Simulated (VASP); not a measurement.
# SnSe (P4mm) in VASP: notebook

Runs on SnSe. Level: PBEsol. Tasks: single point.

Program: VASP 6.6.1. These are calculated values, not measurements. Logs are shortened: lines on timing, memory, paths and dates and some standing lists are left out, and cuts for length are marked.

**1. The cell of the first run**

The structure is tetragonal, space group P4mm (No. 99). Conventional cell: a = 5.946 Å, b = 5.946 Å, c = 5.946 Å, α = 90.00°, β = 90.00°, γ = 90.00°. Within 3.9 Å of Sn (site symmetry 2mm) lie 6 Se at 2.97 Å. Sn (site symmetry 4mm) has 6 Se at 2.91 to 3.03 Å within 3.8 Å. Within 3.9 Å of Sn (site symmetry 4mm) lie 6 Se at 2.97 Å. Se (site symmetry 4mm) has 6 Sn at 2.91 to 3.03 Å within 3.8 Å. Se (site symmetry 4mm) has 6 Sn at 2.97 Å within 3.9 Å. Within 3.9 Å of Se (site symmetry 2mm) lie 6 Sn at 2.97 Å.

**2. Single point, PBEsol (atom 5 (Se) moved -0.060 Å along Cartesian [0 0 1])**

Input file INCAR:

```
  PREC = Accurate
  ENCUT = 520
  EDIFF = 1E-6
  ISMEAR = 0
  SIGMA = 0.05
  LREAL = F
  LASPH = T
  NELM = 100
  ALGO = Normal
  ISIF = 2
  LWAVE = F
  LCHARG = T
  GGA = PS
  LELF = T
  LVHAR = T
  NBANDS = 50
```

Input file KPOINTS:

```
Automatic mesh
0
Gamma
  6 6 6
```

Input file POSCAR:

```
SnSe
1.0
    5.9455093302      0.0000000000      0.0000000000
    0.0000000000     -5.9455093302      0.0000000000
    0.0000000000      0.0000000000     -5.9455093302
Sn Se
4 4
Direct
    0.0000000000      0.0000000000      0.0000000000
    0.5000000000      0.5000000000      0.0000000000
    0.5000000000      0.0000000000      0.5000000000
    0.0000000000      0.5000000000      0.5000000000
    0.5000000000      0.0000000000      0.0100916501
    0.0000000000      0.5000000000      0.0000000000
    0.0000000000      0.0000000000      0.5000000000
    0.5000000000      0.5000000000      0.5000000000
```

Potentials or basis: VASP PAW PBE potentials, release 64 (Sn_d, Se).

Run with:

```
$ cat potpaw_PBE.64/Sn_d/POTCAR potpaw_PBE.64/Se/POTCAR > POTCAR
$ mpirun -np 1 vasp_std > vasp.out
```

OUTCAR:

```text
PREC = Accurate
   ENCUT = 520
   EDIFF = 1E-6
   ISMEAR = 0
   LREAL = F
   LASPH = T
   NELM = 100
   ISIF = 2
   GGA = PS

 ion  position               nearest neighbor table
   1  0.000  0.000  0.000-   6 2.97   7 2.97   7 2.97   6 2.97   5 2.97   5 2.97
   2  0.500  0.500  0.000-   6 2.97   8 2.97   8 2.97   6 2.97   5 2.97   5 2.97
   3  0.500  0.000  0.500-   5 2.91   7 2.97   8 2.97   8 2.97   7 2.97   5 3.03
   4  0.000  0.500  0.500-   6 2.97   7 2.97   8 2.97   6 2.97   7 2.97   8 2.97
   5  0.500  0.000  0.010-   3 2.91   2 2.97   1 2.97   2 2.97   1 2.97   3 3.03
   6  0.000  0.500  0.000-   1 2.97   2 2.97   4 2.97   4 2.97   1 2.97   2 2.97
   7  0.000  0.000  0.500-   1 2.97   3 2.97   4 2.97   1 2.97   4 2.97   3 2.97
   8  0.500  0.500  0.500-   2 2.97   3 2.97   4 2.97   2 2.97   3 2.97   4 2.97

  LATTYP: Found a simple cubic cell.
 ALAT       =     5.9455093302

  Lattice vectors:

 A1 = (   5.9455093302,   0.0000000000,   0.0000000000)
 A2 = (   0.0000000000,  -5.9455093302,   0.0000000000)
 A3 = (   0.0000000000,   0.0000000000,  -5.9455093302)

Analysis of symmetry for initial positions (statically):
=====================================================================
 Subroutine PRICEL returns:
 Original cell was already a primitive cell.

 Routine SETGRP: Setting up the symmetry group for a
 simple cubic supercell.

 Subroutine GETGRP returns: Found  8 space group operations
 (whereof  4 operations were pure point group operations)
 out of a pool of 48 trial point group operations.

The static configuration has the point symmetry C_2v.
 The point group associated with its full space group is C_4v.

Analysis of symmetry for dynamics (positions and initial velocities):
=====================================================================
 Subroutine PRICEL returns:
 Original cell was already a primitive cell.

 Routine SETGRP: Setting up the symmetry group for a
 simple cubic supercell.

 Subroutine GETGRP returns: Found  8 space group operations
 (whereof  4 operations were pure point group operations)
 out of a pool of 48 trial point group operations.

The dynamic configuration has the point symmetry C_2v.
 The point group associated with its full space group is C_4v.

 Subroutine INISYM returns: Found  8 space group operations
 (whereof  4 operations are pure point group operations),
 and found     1 'primitive' translations

----------------------------------------------------------------------------------------

                                     Primitive cell

  volume of cell :     210.1683

  direct lattice vectors                    reciprocal lattice vectors
     5.945509330  0.000000000  0.000000000     0.168194169  0.000000000  0.000000000
     0.000000000 -5.945509330  0.000000000     0.000000000 -0.168194169  0.000000000
     0.000000000  0.000000000 -5.945509330     0.000000000  0.000000000 -0.168194169

  length of vectors
     5.945509330  5.945509330  5.945509330     0.168194169  0.168194169  0.168194169

  position of ions in fractional coordinates (direct lattice)
     0.000000000  0.000000000  0.000000000
     0.500000000  0.500000000  0.000000000
     0.500000000  0.000000000  0.500000000
     0.000000000  0.500000000  0.500000000
     0.500000000  0.000000000  0.010091650
     0.000000000  0.500000000  0.000000000
     0.000000000  0.000000000  0.500000000
     0.500000000  0.500000000  0.500000000

  ion indices of the primitive-cell ions
   primitive index   ion index
                 1           1
                 2           2
                 3           3
                 4           4
                 5           5
                 6           6
                 7           7
                 8           8

----------------------------------------------------------------------------------------

 KPOINTS: Automatic mesh

Automatic generation of k-mesh.
 Grid dimensions read from file:
 generate k-points for:    6    6    6

 Generating k-lattice:

  Cartesian coordinates                     Fractional coordinates (reciprocal lattice)
     0.028032361  0.000000000  0.000000000     0.166666667  0.000000000  0.000000000
     0.000000000 -0.028032361  0.000000000     0.000000000  0.166666667  0.000000000
     0.000000000  0.000000000 -0.028032361     0.000000000  0.000000000  0.166666667

  Length of vectors
     0.028032361  0.028032361  0.028032361

  Shift w.r.t. Gamma in fractional coordinates (k-lattice)
     0.000000000  0.000000000  0.000000000

 Subroutine IBZKPT returns following result:
 ===========================================

 Found     40 irreducible k-points:

 Following reciprocal coordinates:
            Coordinates               Weight
  0.000000  0.000000  0.000000      1.000000
  0.166667  0.000000  0.000000      4.000000
  0.000000  0.000000  0.166667      2.000000
  0.333333  0.000000  0.000000      4.000000
  0.000000  0.000000  0.333333      2.000000
  0.500000  0.000000  0.000000      2.000000
[... 16 lines left out ...]
  0.166667  0.166667  0.166667      8.000000
  0.333333  0.166667  0.166667     16.000000
 [... further k-points ...]
   k-points           NKPTS =     40   k-points in BZ     NKDIM =     40   number of bands    NBANDS=     50
   number of dos      NEDOS =    301   number of ions     NIONS =      8
   total plane-waves  NPLWV = 110592
   dimension x,y,z NGX =    48 NGY =   48 NGZ =   48
   dimension x,y,z NGXF=    96 NGYF=   96 NGZF=   96
   ions per type =               4   4
   NGX,Y,Z   is equivalent  to a cutoff of  13.42, 13.42, 13.42 a.u.
   NGXF,Y,Z  is equivalent  to a cutoff of  26.84, 26.84, 26.84 a.u.
 SYSTEM =  unknown system
   PREC   = accura    normal or accurate (medium, high low for compatibility)
   ISTART =      0    job   : 0-new  1-cont  2-samecut
   ICHARG =      2    charge: 1-file 2-atom 10-const
   ISPIN  =      1    spin polarized calculation?
   LNONCOLLINEAR =      F non collinear calculations
   LSORBIT =      F    spin-orbit coupling
   LASPH  =      T    aspherical Exc in radial PAW
   ENCUT  =  520.0 eV  38.22 Ry    6.18 a.u.  11.05 11.05 11.05*2*pi/ulx,y,z
   NELM   =    100;   NELMIN=  2; NELMDL= -5     # of ELM steps
   EDIFF  = 0.1E-05   stopping-criterion for ELM
   LREAL  =      F    real-space projection
   EDIFFG = 0.1E-04   stopping-criterion for IOM
   NSW    =      0    number of steps for IOM
   IBRION =     -1    ionic relax: 0-MD 1-quasi-New 2-CG
   NFREE  =      0    steps in history (QN), initial steepest desc. (CG)
   ISIF   =      2    stress and relaxation
   ISYM   =      2    0-nonsym 1-usesym 2-fastsym
   POTIM  = 0.5000    time-step for ionic-motion
   TEBEG  =    0.0;   TEEND  =   0.0 temperature during run
   PSTRESS=    0.0 pullay stress
   NELECT =      80.0000    total number of electrons
   NUPDOWN=      -1.0000    fix difference up-down
   EMIN   =  10.00;   EMAX   =-10.00  energy-range for DOS
   EFERMI =   0.00;   METHOD = LEGACY
   ISMEAR =     0;   SIGMA  =   0.05  broadening in eV -4-tet -1-fermi 0-gaus
   EFERMI_NEDOS =   21; number of points for ismear=-14 and -15
   IALGO  =     38    algorithm
   IMIX   =      4    mixing-type and parameters
     AMIX     =   0.40;   BMIX     =  1.00
     AMIX_MAG =   1.60;   BMIX_MAG =  1.00
  volume/ion in A,a.u.               =      26.27       177.29
  Fermi-wavevector in a.u.,A,eV,Ry     =   1.186449  2.242064 19.152396  1.407661
  Thomas-Fermi vector in A             =   2.322622
   LORBIT       =      0    0 simple, 1 ext, 2 COOP (PROOUT), +10 PAW based schemes
   GGA     = PS    functional components
   LHFCALC =     F    Hartree Fock is set to
   AEXX    =    0.0000 exact exchange contribution
   IVDW    =     0    specifies the selected vdW correction
   LEPSILON=     F    determine dielectric tensor
   LRPA    =     F    only Hartree local field effects (RPA)
 non-spin polarized calculation
 Gauss-broadening in eV      SIGMA  =   0.05
  energy-cutoff  :      520.00
  volume of cell :      210.17
 maximum number of plane-waves:      5695
 NGX is ok and might be reduce to    48
   NGX = 23   NGY = 23   NGZ = 23

 number of electron      79.9999972 magnetization

 Free energy of the ion-electron system (eV)
  ---------------------------------------------------
  ext. energy  EPLUGINS =         0.00000000
  ---------------------------------------------------
  free energy    TOTEN  =       -35.90475699 eV

  energy without entropy =      -35.90475620  energy(sigma->0) =      -35.90475660

 E-fermi :   6.0136     XC(G=0):  -9.9435

 val. band max:        5.8733507438   @ k =   0.3333   0.5000   0.5000
 cond. band min:       6.1490580370   @ k =   0.3333   0.5000   0.5000
 fundamental gap:      0.2757072932
 Fermi energy:         6.0136090270

 k-point     1 :       0.0000    0.0000    0.0000
  band No.  band energies     occupation
      1     -15.6477      2.00000
      2     -15.6460      2.00000
      3     -15.6450      2.00000
      4     -15.6182      2.00000
      5     -15.6176      2.00000
      6     -15.6176      2.00000
[... 42 lines left out ...]
     49      11.4013      0.00000
     50      11.4147      0.00000

 k-point     2 :       0.1667    0.0000    0.0000
  band No.  band energies     occupation
      1     -15.6449      2.00000
      2     -15.6436      2.00000
      3     -15.6423      2.00000
      4     -15.6170      2.00000
      5     -15.6163      2.00000
      6     -15.6157      2.00000
[... 42 lines left out ...]
     49      11.0741      0.00000
     50      11.2516      0.00000

 k-point     3 :       0.0000    0.0000    0.1667
  band No.  band energies     occupation
      1     -15.6453      2.00000
      2     -15.6429      2.00000
      3     -15.6425      2.00000
      4     -15.6177      2.00000
      5     -15.6157      2.00000
      6     -15.6157      2.00000
[... 42 lines left out ...]
     49      11.1171      0.00000
     50      11.2361      0.00000

 k-point     4 :       0.3333    0.0000    0.0000
  band No.  band energies     occupation
      1     -15.6391      2.00000
      2     -15.6379      2.00000
      3     -15.6348      2.00000
      4     -15.6172      2.00000
      5     -15.6157      2.00000
      6     -15.6114      2.00000
[... 999 lines left out ...]
 k-point    23 :       0.1667    0.1667    0.1667
  band No.  band energies     occupation
      1     -15.6402      2.00000
      2     -15.6386      2.00000
      3     -15.6376      2.00000
      4     -15.6144      2.00000
      5     -15.6137      2.00000
      6     -15.6136      2.00000
[... 42 lines left out ...]
     49      10.2241      0.00000
     50      10.4815      0.00000

 k-point    24 :       0.3333    0.1667    0.1667
  band No.  band energies     occupation
      1     -15.6348      2.00000
      2     -15.6337      2.00000
      3     -15.6315      2.00000
      4     -15.6170      2.00000
      5     -15.6125      2.00000
      6     -15.6123      2.00000
[... 42 lines left out ...]
     49       9.7814      0.00000
     50       9.8249      0.00000

 [... further k-points ...]
[... 5 lines left out ...]
  --------------------------------------------------------------------------------------
  -------------------------------------------------------------------------------------
  Total        0.1535117      0.1535117      0.2090422      0.0000000      0.0000000      0.0000000
  in kB        1.1702664      1.1702664      1.5935927      0.0000000      0.0000000      0.0000000
  external PRESSURE =       1.3113752 kB  Pullay stress =       0.0000000 kB

 VOLUME and BASIS-vectors are now :
 -----------------------------------------------------------------------------
  energy-cutoff  :      520.00
  volume of cell :      210.17
      direct lattice vectors                 reciprocal lattice vectors
     5.945509330  0.000000000  0.000000000     0.168194169  0.000000000  0.000000000
     0.000000000 -5.945509330  0.000000000     0.000000000 -0.168194169  0.000000000
     0.000000000  0.000000000 -5.945509330     0.000000000  0.000000000 -0.168194169

 POSITION                                       TOTAL-FORCE (eV/Angst)
 -----------------------------------------------------------------------------------
      0.00000      0.00000      0.00000         0.000000      0.000000     -0.008610
      2.97275     -2.97275      0.00000         0.000000      0.000000     -0.008610
      2.97275      0.00000     -2.97275         0.000000      0.000000     -0.012985
      0.00000     -2.97275     -2.97275         0.000000      0.000000      0.007652
      2.97275      0.00000     -0.06000         0.000000      0.000000      0.074485
      0.00000     -2.97275      0.00000         0.000000      0.000000     -0.006092
      0.00000      0.00000     -2.97275         0.000000      0.000000     -0.022921
      2.97275     -2.97275     -2.97275         0.000000      0.000000     -0.022921
 -----------------------------------------------------------------------------------
    total drift:                                0.000000     -0.000000      0.000068

  FREE ENERGIE OF THE ION-ELECTRON SYSTEM (eV)
  ---------------------------------------------------
  free  energy   TOTEN  =       -35.9047569945 eV

  energy  without entropy=      -35.9047562029  energy(sigma->0) =      -35.90475660
```

Run time: 7.1 min. Hardware: 1 thread of AMD EPYC 7R13, shared host; peak memory 0.5 GiB.

What came out:

| Property | Result |
| --- | --- |
| Free energy | -35.9048 eV |
| Pressure | 0.1 GPa |
| Largest force | 0.074 eV/Å |
| Band gap on the k mesh | 0.28 eV |

Forces on the atoms (eV/Å):
```
Sn   0.000  0.000 -0.009
Sn   0.000  0.000 -0.009
Sn   0.000  0.000 -0.013
Sn   0.000  0.000  0.008
Se   0.000  0.000  0.074
Se   0.000  0.000 -0.006
Se   0.000  0.000 -0.023
Se   0.000  0.000 -0.023
```

Levels at points of the mesh, in eV from the valence-band top:
| k point | band 36 | band 37 | band 38 | band 39 | band 40 | band 41 | band 42 | band 43 | band 44 | band 45 |
| --- | --- | --- | --- | --- | --- | --- | --- | --- | --- | --- |
| (0.00, 0.00, 0.00) | -3.83 | -3.83 | -2.30 | -2.30 | -2.30 | 2.78 | 2.78 | 2.78 | 4.42 | 4.42 |
| (0.50, 0.00, 0.00) | -3.15 | -1.76 | -1.75 | -0.80 | -0.80 | 1.47 | 1.47 | 2.17 | 2.17 | 3.70 |
| (0.00, 0.00, 0.50) | -3.13 | -1.81 | -1.70 | -0.80 | -0.79 | 1.46 | 1.47 | 2.10 | 2.26 | 3.70 |
| (0.50, 0.50, 0.00) | -2.19 | -0.63 | -0.63 | -0.62 | -0.62 | 1.22 | 1.22 | 1.22 | 1.22 | 1.72 |
| (0.00, 0.50, 0.50) | -2.15 | -0.67 | -0.66 | -0.59 | -0.58 | 1.16 | 1.17 | 1.25 | 1.28 | 1.67 |
| (0.50, 0.50, 0.50) | -2.04 | -0.12 | -0.12 | -0.12 | -0.12 | 0.69 | 0.70 | 0.70 | 0.70 | 1.18 |

Caveat: the cell differs from its parent crystal (atom 5 (Se) moved -0.060 Å along Cartesian [0 0 1]); the PAW data sets were made with another functional, which shifts forces and pressure a little; spin-orbit coupling is left out, which moves the levels of the heavy elements.

**3. Single point, PBEsol (atom 5 (Se) moved +0.040 Å along Cartesian [0 0 1])**

Input file INCAR:

```
PREC     = Accurate       # precision mode
ENCUT    = 520            # plane-wave cutoff, eV
EDIFF    = 1E-6           # SCF threshold, eV
ISMEAR   = 0              # smearing method
SIGMA    = 0.05           # smearing width, eV
LREAL    = False          # projectors in reciprocal space
LASPH    = True           # aspherical terms in the spheres
NELM     = 80             # most SCF steps
ALGO     = Normal         # electronic algorithm
ISIF     = 2              # what is computed and relaxed
LWAVE    = False          # write WAVECAR
LCHARG   = False          # write CHGCAR
GGA      = PS             # functional
NBANDS   = 50             # bands
```

Input file KPOINTS:

```
regular mesh
0
Gamma
  6 6 6
```

POSCAR: that of step 2 with these lines changed.

```diff
@@ -12,3 +12,3 @@
     0.0000000000      0.5000000000      0.5000000000
-    0.5000000000      0.0000000000      0.0100916501
+    0.5000000000      0.0000000000     -0.0067277668
     0.0000000000      0.5000000000      0.0000000000
```

Potentials or basis: VASP PAW PBE potentials, release 64 (Sn_d, Se).

Run with:

```
$ cat potpaw_PBE.64/Sn_d/POTCAR potpaw_PBE.64/Se/POTCAR > POTCAR
$ mpirun -np 1 vasp_std > vasp.out
```

Wall time 7 min (1 thread of AMD EPYC 7R13, shared host); peak memory 0.5 GiB.

The run converged. Its results:

| Property | Result |
| --- | --- |
| Free energy | -35.9060 eV |
| Pressure | 0.1 GPa |
| Largest force | 0.048 eV/Å |
| Band gap on the k mesh | 0.29 eV |

Forces on the atoms (eV/Å):
```
Sn   0.000  0.000  0.006
Sn   0.000  0.000  0.006
Sn   0.000  0.000  0.007
Sn   0.000  0.000 -0.005
Se   0.000  0.000 -0.048
Se   0.000  0.000  0.004
Se   0.000  0.000  0.015
Se   0.000  0.000  0.015
```

Levels at points of the mesh, in eV from the valence-band top:
| k point | band 37 | band 38 | band 39 | band 40 | band 41 | band 42 | band 43 | band 44 |
| --- | --- | --- | --- | --- | --- | --- | --- | --- |
| (0.00, 0.00, 0.00) | -3.82 | -2.29 | -2.29 | -2.29 | 2.79 | 2.79 | 2.79 | 4.43 |
| (0.50, 0.00, 0.00) | -1.75 | -1.74 | -0.79 | -0.79 | 1.48 | 1.48 | 2.18 | 2.18 |
| (0.00, 0.00, 0.50) | -1.78 | -1.71 | -0.79 | -0.79 | 1.47 | 1.48 | 2.13 | 2.24 |
| (0.50, 0.50, 0.00) | -0.62 | -0.62 | -0.62 | -0.61 | 1.23 | 1.23 | 1.23 | 1.23 |
| (0.00, 0.50, 0.50) | -0.65 | -0.64 | -0.59 | -0.59 | 1.19 | 1.20 | 1.25 | 1.26 |
| (0.50, 0.50, 0.50) | -0.11 | -0.11 | -0.11 | -0.11 | 0.70 | 0.71 | 0.71 | 0.71 |

Caveat: the cell differs from its parent crystal (atom 5 (Se) moved +0.040 Å along Cartesian [0 0 1]); the PAW data sets were made with another functional, which shifts forces and pressure a little; spin-orbit coupling is left out, which moves the levels of the heavy elements.
